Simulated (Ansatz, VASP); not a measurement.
**ZnS: VASP beside Ansatz**

```
CELL_PARAMETERS angstrom
0.00000 2.71003 2.71003
2.71003 0.00000 2.71003
2.71003 2.71003 0.00000
ATOMIC_POSITIONS crystal
Zn 0.00000 0.00000 0.00000
S 0.25000 0.25000 0.25000
```

Alike in both runs: task single point; functional PBE0; k mesh 6 × 6 × 6; occupations gaussian, width 0.05 eV; no spin polarisation.

|  | VASP | Ansatz |
| --- | --- | --- |
| version | VASP 6.6.1 | Ansatz 0.2.0 |
| potentials or method | VASP PAW PBE potentials, release 64 (Zn, S), cutoff 400 eV | scalar-relativistic, plane waves, PAW |
| valence electrons in the cell | 18 | 18 |

```tsv
	VASP	Ansatz	Ansatz less VASP
gap on the k mesh at the Fermi level (eV)	3.97	3.96	-0.008
least direct gap on the mesh (eV)	3.97	3.96	-0.008
pressure (GPa)	-0.3	0.0	+0.33
```

Ansatz's warnings: stress exchange threshold loose, stress scf threshold loose.
